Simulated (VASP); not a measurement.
# MnO (Fm-3m) in VASP: notebook

Runs on MnO. Level: r2SCAN. Tasks: single point.

Everything below comes from runs of VASP 6.6.1. Logs are shortened: lines on timing, memory, paths and dates and some standing lists are left out, and cuts for length are marked.

## Step 1: The cell of the first run

It takes space group Fm-3m (No. 225, cubic). Conventional cell: a = 4.506 Å, b = 4.506 Å, c = 4.506 Å, α = 90.00°, β = 90.00°, γ = 90.00°. Within 3.0 Å of Mn (site symmetry m-3m) lie 6 O at 2.25 Å. Within 3.0 Å of O (site symmetry m-3m) lie 6 Mn at 2.25 Å.

## Step 2: Single point, r2SCAN, collinear spin, ferromagnetic start

POSCAR reads:

```
MnO
1.0
    0.0000000000      2.2531730023      2.2531730023
    2.2531730023      0.0000000000      2.2531730023
    2.2531730023      2.2531730023      0.0000000000
Mn O
1 1
Direct
    0.0000000000      0.0000000000      0.0000000000
    0.5000000000      0.5000000000      0.5000000000
```

INCAR.step1 reads:

```
ALGO = Normal ; EDIFF = 1E-4
ENCUT = 520 ; GGA = PE
ISMEAR = -1 ; ISPIN = 2
LASPH = True ; LCHARG = False
LMAXMIX = 4 ; LREAL = False
LWAVE = True ; MAGMOM = 4 0
NBANDS = 20 ; NELM = 150
PREC = Accurate ; SIGMA = 0.05
```

INCAR.step2 reads:

```
ALGO = Normal ; EDIFF = 1E-7
ENCUT = 520 ; ISIF = 2
ISMEAR = -1 ; ISPIN = 2
ISTART = 1 ; LASPH = True
LCHARG = True ; LELF = True
LMAXMIX = 4 ; LMIXTAU = True
LORBIT = 11 ; LREAL = False
LVHAR = True ; LWAVE = False
MAGMOM = 4 0 ; METAGGA = R2SCAN
NBANDS = 20 ; NELM = 150
PREC = Accurate ; SIGMA = 0.05
```

KPOINTS reads:

```
k-points
0
Gamma
  10 10 10
```

Potentials or basis: VASP PAW PBE potentials, release 64 (Mn_pv, O).

Command:

```sh
> cat potpaw_PBE.64/Mn_pv/POTCAR potpaw_PBE.64/O/POTCAR > POTCAR
> cp INCAR.step1 INCAR
> mpirun -np 1 vasp_std > vasp.out
> cp INCAR.step2 INCAR
> mpirun -np 1 vasp_std > vasp.out
```

OUTCAR:

```text
EDIFF = 1E-7
   ENCUT = 520
   ISIF = 2
   ISMEAR = -1
   ISPIN = 2
   ISTART = 1
   LASPH = True
   LORBIT = 11
   LREAL = False
   METAGGA = R2SCAN
   NELM = 150
   PREC = Accurate

 ion  position               nearest neighbor table
   1  0.000  0.000  0.000-   2 2.25   2 2.25   2 2.25   2 2.25   2 2.25   2 2.25
   2  0.500  0.500  0.500-   1 2.25   1 2.25   1 2.25   1 2.25   1 2.25   1 2.25

  LATTYP: Found a face centered cubic cell.
 ALAT       =     4.5063460046

  Lattice vectors:

 A1 = (   0.0000000000,   2.2531730023,   2.2531730023)
 A2 = (   2.2531730023,   0.0000000000,   2.2531730023)
 A3 = (   2.2531730023,   2.2531730023,   0.0000000000)

Analysis of symmetry for initial positions (statically):
=====================================================================
 Subroutine PRICEL returns:
 Original cell was already a primitive cell.

 Routine SETGRP: Setting up the symmetry group for a
 face centered cubic supercell.

 Subroutine GETGRP returns: Found 48 space group operations
 (whereof 48 operations were pure point group operations)
 out of a pool of 48 trial point group operations.

The static configuration has the point symmetry O_h .

Analysis of symmetry for dynamics (positions and initial velocities):
=====================================================================
 Subroutine PRICEL returns:
 Original cell was already a primitive cell.

 Routine SETGRP: Setting up the symmetry group for a
 face centered cubic supercell.

 Subroutine GETGRP returns: Found 48 space group operations
 (whereof 48 operations were pure point group operations)
 out of a pool of 48 trial point group operations.

The dynamic configuration has the point symmetry O_h .

Analysis of structural, dynamic, and magnetic symmetry:
=====================================================================
 Subroutine PRICEL returns:
 Original cell was already a primitive cell.

 Routine SETGRP: Setting up the symmetry group for a
 face centered cubic supercell.

 Subroutine GETGRP returns: Found 48 space group operations
 (whereof 48 operations were pure point group operations)
 out of a pool of 48 trial point group operations.

The overall configuration has the point symmetry O_h .

 Subroutine INISYM returns: Found 48 space group operations
 (whereof 48 operations are pure point group operations),
 and found     1 'primitive' translations

----------------------------------------------------------------------------------------

                                     Primitive cell
[... 113 lines left out ...]
  Fermi-wavevector in a.u.,A,eV,Ry     =   1.538821  2.907950 32.218197  2.367971
  Thomas-Fermi vector in A             =   2.645136
   LORBIT       =     11    0 simple, 1 ext, 2 COOP (PROOUT), +10 PAW based schemes
   METAGGA = R2SCAN    functional components
   LHFCALC =     F    Hartree Fock is set to
   AEXX    =    0.0000 exact exchange contribution
   IVDW    =     0    specifies the selected vdW correction
   LEPSILON=     F    determine dielectric tensor
   LRPA    =     F    only Hartree local field effects (RPA)
 spin polarized calculation
  energy-cutoff  :      520.00
  volume of cell :       22.88
 maximum number of plane-waves:       636
   NGX = 11   NGY = 11   NGZ = 11

 number of electron      18.9999994 magnetization       4.9999815

 Free energy of the ion-electron system (eV)
  ---------------------------------------------------
  ext. energy  EPLUGINS =         0.00000000
  ---------------------------------------------------
  free energy    TOTEN  =       -24.47162016 eV

  energy without entropy =      -24.47135284  energy(sigma->0) =      -24.47148650

 E-fermi :   6.8710     XC(G=0): -12.2922

 val. band max:        6.7018964873   @ k =   0.5000   0.0000   0.0000
 cond. band min:       7.1615595207   @ k =   0.5000   0.5000   0.0000
 fundamental gap:      0.4596630334
 Fermi energy:         6.8709965161

 spin component 1

 k-point     1 :       0.0000    0.0000    0.0000
  band No.  band energies     occupation
      1     -45.7780      1.00000
      2     -45.7780      1.00000
      3     -45.7779      1.00000
      4     -14.0760      1.00000
      5       3.1880      1.00000
      6       3.1880      1.00000
[... 541 lines left out ...]
     19      31.5485      0.00000
     20      32.0295      0.00000

 [... further k-points ...]

 spin component 2

 k-point     1 :       0.0000    0.0000    0.0000
  band No.  band energies     occupation
      1     -39.3838      1.00000
      2     -39.3838      1.00000
      3     -39.3837      1.00000
      4     -13.5784      1.00000
      5       3.7203      1.00000
      6       3.7203      1.00000
[... 541 lines left out ...]
     19      33.0693      0.00000
     20      35.0836      0.00000

 [... further k-points ...]

------------------------ aborting loop because EDIFF is reached ----------------------------------------

  FORCE on cell =-STRESS in cart. coord.  units (eV):
  Direction    XX          YY          ZZ          XY          YZ          ZX
  --------------------------------------------------------------------------------------
  -------------------------------------------------------------------------------------
  Total       -0.7964653     -0.7964653     -0.7964653     -0.0000000      0.0000000      0.0000000
  in kB      -55.7781150    -55.7781150    -55.7781150     -0.0000000      0.0000000      0.0000000
  external PRESSURE =     -55.7781150 kB  Pullay stress =       0.0000000 kB

 VOLUME and BASIS-vectors are now :
 -----------------------------------------------------------------------------
  energy-cutoff  :      520.00
  volume of cell :       22.88
      direct lattice vectors                 reciprocal lattice vectors
     0.000000000  2.253173002  2.253173002    -0.221909281  0.221909281  0.221909281
     2.253173002  0.000000000  2.253173002     0.221909281 -0.221909281  0.221909281
     2.253173002  2.253173002  0.000000000     0.221909281  0.221909281 -0.221909281

 POSITION                                       TOTAL-FORCE (eV/Angst)
 -----------------------------------------------------------------------------------
      0.00000      0.00000      0.00000         0.000000      0.000000     -0.000000
      2.25317      2.25317      2.25317        -0.000000     -0.000000      0.000000
 -----------------------------------------------------------------------------------
    total drift:                                0.000000     -0.000000     -0.000000

  FREE ENERGIE OF THE ION-ELECTRON SYSTEM (eV)
  ---------------------------------------------------
  free  energy   TOTEN  =       -24.4716201609 eV

  energy  without entropy=      -24.4713528429  energy(sigma->0) =      -24.47148650

 total charge

# of ion       s       p       d       tot
------------------------------------------
    1        0.200   6.158   4.942  11.300
    2        1.558   3.451   0.000   5.009
--------------------------------------------------
tot          1.758   9.609   4.942  16.309

 magnetization (x)

# of ion       s       p       d       tot
------------------------------------------
    1        0.029   0.021   4.503   4.554
    2        0.030   0.190   0.000   0.220
--------------------------------------------------
tot          0.059   0.211   4.503   4.774
```

OSZICAR.step1:

```text
N       E                     dE             d eps       ncg     rms          rms(c)
DAV:   1     0.168780313113E+03    0.16878E+03   -0.10347E+04  3784   0.111E+03
DAV:   2    -0.102233674665E+02   -0.17900E+03   -0.16694E+03  3896   0.324E+02
DAV:   3    -0.186881890247E+02   -0.84648E+01   -0.83751E+01  4244   0.759E+01
DAV:   4    -0.187521967188E+02   -0.64008E-01   -0.63995E-01  4300   0.685E+00
DAV:   5    -0.187527980634E+02   -0.60134E-03   -0.60134E-03  4200   0.660E-01    0.135E+01
DAV:   6    -0.167282210783E+02    0.20246E+01   -0.10380E+01  5064   0.343E+01    0.133E+01
DAV:   7    -0.164079875590E+02    0.32023E+00   -0.13739E+00  4272   0.163E+01    0.765E+00
DAV:   8    -0.164064119463E+02    0.15756E-02   -0.13182E-01  4092   0.265E+00    0.456E+00
DAV:   9    -0.163932837453E+02    0.13128E-01   -0.41840E-02  3884   0.214E+00    0.108E+00
DAV:  10    -0.163944598894E+02   -0.11761E-02   -0.68111E-03  4124   0.935E-01    0.219E-01
DAV:  11    -0.163947510304E+02   -0.29114E-03   -0.11810E-03  4268   0.315E-01    0.118E-01
DAV:  12    -0.163948281551E+02   -0.77125E-04   -0.54401E-05  2972   0.100E-01
   1 F= -.16394828E+02 E0= -.16391490E+02  d E =-.667647E-02  mag=     4.8460
```

Wall time 49 s (1 thread of Intel Xeon 6975P-C (Granite Rapids), shared host); peak memory 0.18 GiB.

Results:

| Item | Value |
| --- | --- |
| Free energy | -24.4716 eV |
| Pressure | -5.6 GPa |
| Band gap on the k mesh | zero (filled and empty bands overlap) |
| Net moment | 5.00 μB per cell |
| Site moments | Mn +4.55; O +0.22 μB |
| Valence electrons inside the program's atomic spheres | Mn 11.30; O 5.01 |

Caveat: the PAW data sets were made with another functional, which shifts forces and pressure a little; a cell with one magnetic atom can't hold antiferromagnetic order, which such compounds often take; semilocal functionals often make such compounds metallic where correlation or magnetic order opens a gap, which also shifts bond lengths. With open d or f shells a metallic result of r2SCAN can be an artefact of self-interaction; +U or a hybrid may open a gap.

## Step 3: Single point, r2SCAN, collinear spin, ferromagnetic start

This run uses another cell than the first one, of 11.66 Å³/atom, 1.019 times its volume.

POSCAR reads:

```
MnO
1.0
    0.0000000000      2.2675248097      2.2675248097
    2.2675248097      0.0000000000      2.2675248097
    2.2675248097      2.2675248097      0.0000000000
Mn O
1 1
Direct
    0.0000000000      0.0000000000      0.0000000000
    0.5000000000      0.5000000000      0.5000000000
```

INCAR.step1 reads:

```
SYSTEM = MnO
ALGO     = Normal         ! electronic algorithm
EDIFF    = 1E-4           ! SCF threshold, eV
ENCUT    = 520            ! plane-wave cutoff, eV
GGA      = PE             ! functional
ISMEAR   = -1             ! smearing method
ISPIN    = 2              ! spin polarisation
LASPH    = .TRUE.         ! aspherical terms in the spheres
LCHARG   = .FALSE.        ! write CHGCAR
LMAXMIX  = 4              ! l up to which the mixer works
LREAL    = .FALSE.        ! projectors in reciprocal space
LWAVE    = .TRUE.         ! write WAVECAR
MAGMOM   = 4 0            ! initial moments
NBANDS   = 20             ! bands
NELM     = 150            ! most SCF steps
PREC     = Accurate       ! precision mode
SIGMA    = 0.05           ! smearing width, eV
```

INCAR.step2 reads:

```
SYSTEM = MnO
ALGO     = Normal         ! electronic algorithm
EDIFF    = 1E-6           ! SCF threshold, eV
ENCUT    = 520            ! plane-wave cutoff, eV
ISIF     = 2              ! what is computed and relaxed
ISMEAR   = -1             ! smearing method
ISPIN    = 2              ! spin polarisation
ISTART   = 1            
LASPH    = .TRUE.         ! aspherical terms in the spheres
LCHARG   = .TRUE.         ! write CHGCAR
LELF     = .TRUE.         ! ELF
LMAXMIX  = 4              ! l up to which the mixer works
LMIXTAU  = .TRUE.       
LORBIT   = 11             ! projections on sites
LREAL    = .FALSE.        ! projectors in reciprocal space
LVHAR    = .TRUE.       
LWAVE    = .FALSE.        ! write WAVECAR
MAGMOM   = 4 0            ! initial moments
METAGGA  = R2SCAN         ! meta-GGA
NBANDS   = 20             ! bands
NELM     = 150            ! most SCF steps
PREC     = Accurate       ! precision mode
SIGMA    = 0.05           ! smearing width, eV
```

KPOINTS reads:

```
k-points
0
G
  10 10 10
  0 0 0
```

Potentials or basis: VASP PAW PBE potentials, release 64 (Mn_pv, O).

Command:

```sh
> cat potpaw_PBE.64/Mn_pv/POTCAR potpaw_PBE.64/O/POTCAR > POTCAR
> cp INCAR.step1 INCAR
> mpirun -np 1 vasp_std > vasp.out
> cp INCAR.step2 INCAR
> mpirun -np 1 vasp_std > vasp.out
```

It took 47 s on 1 thread of Intel Xeon 6975P-C (Granite Rapids), shared host; peak memory 0.17 GiB.

It converged, with:

```
Free energy                                           : -24.4527 eV
Pressure                                              : -8.2 GPa
Band gap on the k mesh                                : zero (filled and empty bands overlap)
Net moment                                            : 5.00 μB per cell
Site moments                                          : Mn +4.56; O +0.21 μB
Valence electrons inside the program's atomic spheres : Mn 11.28; O 5.00
```

Levels at points of the mesh, in eV from the Fermi level:
Spin up:
```
           k point  band 9  band 10  band 11  band 12  band 13  band 14  band 15  band 16
(0.00, 0.00, 0.00)   -3.51    -3.51    -3.06    -3.06    -0.32    14.55    16.55    16.55
(0.50, 0.00, 0.00)   -2.75    -2.26    -0.17    -0.17     3.95     7.89    12.22    12.22
(0.50, 0.50, 0.00)   -2.71    -2.53    -2.53    -2.44     5.14     8.25    10.61    13.93
```
Spin down:
```csv
k point,band 5,band 6,band 7,band 8,band 9,band 10
"(0.00, 0.00, 0.00)",-3.03,-3.03,-3.03,1.42,2.01,2.01
"(0.50, 0.00, 0.00)",-6.86,-4.34,-4.34,3.12,3.24,3.24
"(0.50, 0.50, 0.00)",-6.02,-4.00,-4.00,0.42,3.22,3.30
```

Caveat: the PAW data sets were made with another functional, which shifts forces and pressure a little; a cell with one magnetic atom can't hold antiferromagnetic order, which such compounds often take; semilocal functionals often make such compounds metallic where correlation or magnetic order opens a gap, which also shifts bond lengths. With open d or f shells a metallic result of r2SCAN can be an artefact of self-interaction; +U or a hybrid may open a gap.
